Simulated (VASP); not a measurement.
# Cd3Pd (Pm-3m) in VASP: single point with LDA

Aim: the single point of Cd3Pd with LDA.

All numbers are computed with VASP 6.6.1; they aren't measurements. Logs are shortened: lines on timing, memory, paths and dates and some standing lists are left out, and cuts for length are marked.

## Step 1: The cell of the first run

Symmetry: Pm-3m, No. 221, cubic system. The conventional cell has a = 4.108 Å, b = 4.108 Å, c = 4.108 Å, α = 90.00°, β = 90.00°, γ = 90.00°. Within 3.8 Å of Cd (site symmetry 4/mmm) lie 8 Cd at 2.90 Å and 4 Pd at 2.90 Å. Within 3.8 Å of Pd (site symmetry m-3m) lie 12 Cd at 2.90 Å.

## Step 2: Single point, LDA

INCAR reads:

```
PREC = Accurate
ENCUT = 630
EDIFF = 1E-6
ISMEAR = 0
SIGMA = 0.1
LREAL = F
LASPH = T
NELM = 120
ALGO = Normal
ISIF = 2
LWAVE = F
LCHARG = T
LELF = T
LVHAR = T
NBANDS = 47
GGA_COMPAT = F
```

KPOINTS reads:

```
Automatic mesh
0
Gamma
  5 5 5
```

POSCAR reads:

```
Cd3Pd
1.0
    4.1076997000      0.0000000000      0.0000000000
    0.0000000000      4.1076997000      0.0000000000
    0.0000000000      0.0000000000      4.1076997000
Cd Pd
3 1
Direct
    0.0000000000      0.5000000000      0.5000000000
    0.5000000000      0.0000000000      0.5000000000
    0.5000000000      0.5000000000      0.0000000000
    0.0000000000      0.0000000000      0.0000000000
```

Potentials or basis: VASP PAW LDA potentials, release 64 (Cd_sv_GW, Pd_sv_GW).

The run is started by

```console
$ cat potpaw_LDA.64/Cd_sv_GW/POTCAR potpaw_LDA.64/Pd_sv_GW/POTCAR > POTCAR
$ mpirun -np 1 vasp_std > vasp.out
```

OUTCAR:

```text
PREC = Accurate
   ENCUT = 630
   EDIFF = 1E-6
   ISMEAR = 0
   LREAL = F
   LASPH = T
   NELM = 120
   ISIF = 2

 ion  position               nearest neighbor table
   1  0.000  0.500  0.500-
   2  0.500  0.000  0.500-
   3  0.500  0.500  0.000-
   4  0.000  0.000  0.000-

  LATTYP: Found a simple cubic cell.
 ALAT       =     4.1076997000

  Lattice vectors:

 A1 = (   4.1076997000,   0.0000000000,   0.0000000000)
 A2 = (   0.0000000000,   4.1076997000,   0.0000000000)
 A3 = (   0.0000000000,   0.0000000000,   4.1076997000)

Analysis of symmetry for initial positions (statically):
=====================================================================
 Subroutine PRICEL returns:
 Original cell was already a primitive cell.

 Routine SETGRP: Setting up the symmetry group for a
 simple cubic supercell.

 Subroutine GETGRP returns: Found 48 space group operations
 (whereof 48 operations were pure point group operations)
 out of a pool of 48 trial point group operations.

The static configuration has the point symmetry O_h .

Analysis of symmetry for dynamics (positions and initial velocities):
=====================================================================
 Subroutine PRICEL returns:
 Original cell was already a primitive cell.

 Routine SETGRP: Setting up the symmetry group for a
 simple cubic supercell.

 Subroutine GETGRP returns: Found 48 space group operations
 (whereof 48 operations were pure point group operations)
 out of a pool of 48 trial point group operations.

The dynamic configuration has the point symmetry O_h .

 Subroutine INISYM returns: Found 48 space group operations
 (whereof 48 operations are pure point group operations),
 and found     1 'primitive' translations

----------------------------------------------------------------------------------------

                                     Primitive cell

  volume of cell :      69.3100

  direct lattice vectors                    reciprocal lattice vectors
     4.107699700  0.000000000  0.000000000     0.243445255  0.000000000  0.000000000
     0.000000000  4.107699700  0.000000000     0.000000000  0.243445255  0.000000000
     0.000000000  0.000000000  4.107699700     0.000000000  0.000000000  0.243445255

  length of vectors
     4.107699700  4.107699700  4.107699700     0.243445255  0.243445255  0.243445255

  position of ions in fractional coordinates (direct lattice)
     0.000000000  0.500000000  0.500000000
     0.500000000  0.000000000  0.500000000
     0.500000000  0.500000000  0.000000000
     0.000000000  0.000000000  0.000000000

  ion indices of the primitive-cell ions
   primitive index   ion index
                 1           1
                 2           2
                 3           3
                 4           4

----------------------------------------------------------------------------------------

 KPOINTS: Automatic mesh

Automatic generation of k-mesh.
 Grid dimensions read from file:
 generate k-points for:    5    5    5

 Generating k-lattice:

  Cartesian coordinates                     Fractional coordinates (reciprocal lattice)
     0.048689051  0.000000000  0.000000000     0.200000000  0.000000000  0.000000000
     0.000000000  0.048689051  0.000000000     0.000000000  0.200000000  0.000000000
     0.000000000  0.000000000  0.048689051     0.000000000  0.000000000  0.200000000

  Length of vectors
     0.048689051  0.048689051  0.048689051

  Shift w.r.t. Gamma in fractional coordinates (k-lattice)
     0.000000000  0.000000000  0.000000000

 Subroutine IBZKPT returns following result:
 ===========================================

 Found     10 irreducible k-points:

 Following reciprocal coordinates:
            Coordinates               Weight
  0.000000  0.000000  0.000000      1.000000
  0.200000  0.000000  0.000000      6.000000
  0.400000  0.000000  0.000000      6.000000
  0.200000  0.200000  0.000000     12.000000
  0.400000  0.200000  0.000000     24.000000
  0.400000  0.400000  0.000000     12.000000
  0.200000  0.200000  0.200000      8.000000
  0.400000  0.200000  0.200000     24.000000
  0.400000  0.400000  0.200000     24.000000
  0.400000  0.400000  0.400000      8.000000
   k-points           NKPTS =     10   k-points in BZ     NKDIM =     10   number of bands    NBANDS=     47
   number of dos      NEDOS =    301   number of ions     NIONS =      4
   total plane-waves  NPLWV =  46656
   dimension x,y,z NGX =    36 NGY =   36 NGZ =   36
   dimension x,y,z NGXF=    72 NGYF=   72 NGZF=   72
   ions per type =               3   1
   NGX,Y,Z   is equivalent  to a cutoff of  14.57, 14.57, 14.57 a.u.
   NGXF,Y,Z  is equivalent  to a cutoff of  29.14, 29.14, 29.14 a.u.
 SYSTEM =  unknown system
   PREC   = accura    normal or accurate (medium, high low for compatibility)
   ISTART =      0    job   : 0-new  1-cont  2-samecut
   ICHARG =      2    charge: 1-file 2-atom 10-const
   ISPIN  =      1    spin polarized calculation?
   LNONCOLLINEAR =      F non collinear calculations
   LSORBIT =      F    spin-orbit coupling
   LASPH  =      T    aspherical Exc in radial PAW
   ENCUT  =  630.0 eV  46.30 Ry    6.80 a.u.   8.41  8.41  8.41*2*pi/ulx,y,z
   NELM   =    120;   NELMIN=  2; NELMDL= -5     # of ELM steps
   EDIFF  = 0.1E-05   stopping-criterion for ELM
   LREAL  =      F    real-space projection
   EDIFFG = 0.1E-04   stopping-criterion for IOM
   NSW    =      0    number of steps for IOM
   IBRION =     -1    ionic relax: 0-MD 1-quasi-New 2-CG
   NFREE  =      0    steps in history (QN), initial steepest desc. (CG)
   ISIF   =      2    stress and relaxation
   ISYM   =      2    0-nonsym 1-usesym 2-fastsym
   POTIM  = 0.5000    time-step for ionic-motion
   TEBEG  =    0.0;   TEEND  =   0.0 temperature during run
   PSTRESS=    0.0 pullay stress
   NELECT =      78.0000    total number of electrons
   NUPDOWN=      -1.0000    fix difference up-down
   EMIN   =  10.00;   EMAX   =-10.00  energy-range for DOS
   EFERMI =   0.00;   METHOD = LEGACY
   ISMEAR =     0;   SIGMA  =   0.10  broadening in eV -4-tet -1-fermi 0-gaus
   EFERMI_NEDOS =   21; number of points for ismear=-14 and -15
   IALGO  =     38    algorithm
   IMIX   =      4    mixing-type and parameters
     AMIX     =   0.40;   BMIX     =  1.00
     AMIX_MAG =   1.60;   BMIX_MAG =  1.00
  volume/ion in A,a.u.               =      17.33       116.93
  Fermi-wavevector in a.u.,A,eV,Ry     =   1.702842  3.217905 39.452416  2.899671
  Thomas-Fermi vector in A             =   2.782538
   LORBIT       =      0    0 simple, 1 ext, 2 COOP (PROOUT), +10 PAW based schemes
   GGA     = CA    functional components
   LHFCALC =     F    Hartree Fock is set to
   AEXX    =    0.0000 exact exchange contribution
   IVDW    =     0    specifies the selected vdW correction
   LEPSILON=     F    determine dielectric tensor
   LRPA    =     F    only Hartree local field effects (RPA)
 non-spin polarized calculation
 Gauss-broadening in eV      SIGMA  =   0.10
  energy-cutoff  :      630.00
  volume of cell :       69.31
 maximum number of plane-waves:      2517
 NGX is ok and might be reduce to    36
   NGX = 17   NGY = 17   NGZ = 17

 number of electron      78.0000018 magnetization

 Free energy of the ion-electron system (eV)
  ---------------------------------------------------
  ext. energy  EPLUGINS =         0.00000000
  ---------------------------------------------------
  free energy    TOTEN  =       -10.61865013 eV

  energy without entropy =      -10.60927650  energy(sigma->0) =      -10.61396331

 E-fermi :   8.2211     XC(G=0): -12.9443

 val. band max:        7.7811204725   @ k =   0.4000   0.4000   0.2000
 cond. band min:       8.2600053193   @ k =   0.4000   0.2000   0.0000
 fundamental gap:      0.4788848468
 Fermi energy:         8.2210782692

 k-point     1 :       0.0000    0.0000    0.0000
  band No.  band energies     occupation
      1     -94.4318      2.00000
      2     -94.4222      2.00000
      3     -94.4222      2.00000
      4     -75.8684      2.00000
      5     -55.8580      2.00000
      6     -55.8580      2.00000
[... 39 lines left out ...]
     46      16.1877      0.00000
     47      17.0540      0.00000

 k-point     2 :       0.2000    0.0000    0.0000
  band No.  band energies     occupation
      1     -94.4310      2.00000
      2     -94.4230      2.00000
      3     -94.4222      2.00000
      4     -75.8684      2.00000
      5     -55.8558      2.00000
      6     -55.8558      2.00000
[... 39 lines left out ...]
     46      15.4628      0.00000
     47      15.7841      0.00000

 k-point     3 :       0.4000    0.0000    0.0000
  band No.  band energies     occupation
      1     -94.4291      2.00000
      2     -94.4249      2.00000
      3     -94.4222      2.00000
      4     -75.8684      2.00000
      5     -55.8520      2.00000
      6     -55.8520      2.00000
[... 39 lines left out ...]
     46      14.7202      0.00000
     47      19.1450      0.00000

 k-point     4 :       0.2000    0.2000    0.0000
  band No.  band energies     occupation
      1     -94.4303      2.00000
      2     -94.4233      2.00000
      3     -94.4227      2.00000
      4     -75.8684      2.00000
      5     -55.8613      2.00000
      6     -55.8536      2.00000
[... 239 lines left out ...]
     46      16.6705      0.00000
     47      17.8533      0.00000

 k-point     9 :       0.4000    0.4000    0.2000
  band No.  band energies     occupation
      1     -94.4267      2.00000
      2     -94.4251      2.00000
      3     -94.4244      2.00000
      4     -75.8683      2.00000
      5     -55.8827      2.00000
      6     -55.8329      2.00000
[... 39 lines left out ...]
     46      18.7079      0.00000
     47      19.0267      0.00000

 k-point    10 :       0.4000    0.4000    0.4000
  band No.  band energies     occupation
      1     -94.4260      2.00000
      2     -94.4251      2.00000
      3     -94.4251      2.00000
      4     -75.8683      2.00000
      5     -55.8946      2.00000
      6     -55.8200      2.00000
[... 39 lines left out ...]
     46      20.8532      0.00000
     47      20.9833      0.00000

------------------------ aborting loop because EDIFF is reached ----------------------------------------

  FORCE on cell =-STRESS in cart. coord.  units (eV):
  Direction    XX          YY          ZZ          XY          YZ          ZX
  --------------------------------------------------------------------------------------
  -------------------------------------------------------------------------------------
  Total        0.0318882      0.0318882      0.0318882     -0.0000000     -0.0000000      0.0000000
  in kB        0.7371319      0.7371319      0.7371319     -0.0000000     -0.0000000      0.0000000
  external PRESSURE =       0.7371319 kB  Pullay stress =       0.0000000 kB

 VOLUME and BASIS-vectors are now :
 -----------------------------------------------------------------------------
  energy-cutoff  :      630.00
  volume of cell :       69.31
      direct lattice vectors                 reciprocal lattice vectors
     4.107699700  0.000000000  0.000000000     0.243445255  0.000000000  0.000000000
     0.000000000  4.107699700  0.000000000     0.000000000  0.243445255  0.000000000
     0.000000000  0.000000000  4.107699700     0.000000000  0.000000000  0.243445255

 POSITION                                       TOTAL-FORCE (eV/Angst)
 -----------------------------------------------------------------------------------
      0.00000      2.05385      2.05385         0.000000      0.000000      0.000000
      2.05385      0.00000      2.05385         0.000000      0.000000      0.000000
      2.05385      2.05385      0.00000         0.000000      0.000000      0.000000
      0.00000      0.00000      0.00000         0.000000      0.000000      0.000000
 -----------------------------------------------------------------------------------
    total drift:                                0.000000      0.000000      0.000000

  FREE ENERGIE OF THE ION-ELECTRON SYSTEM (eV)
  ---------------------------------------------------
  free  energy   TOTEN  =       -10.6186501254 eV

  energy  without entropy=      -10.6092765018  energy(sigma->0) =      -10.61396331
```

Run time: 34 s. Hardware: 1 thread of Intel Xeon Platinum 8488C (Sapphire Rapids), shared host; peak memory 0.2 GiB.

Results:

- Free energy: -10.6187 eV
- Pressure: 0.1 GPa
- Band gap on the k mesh: zero (bands 39 and 40 overlap by 3.93 eV)

The gap in the log of VASP goes by the Fermi energy; the results here count the filled bands.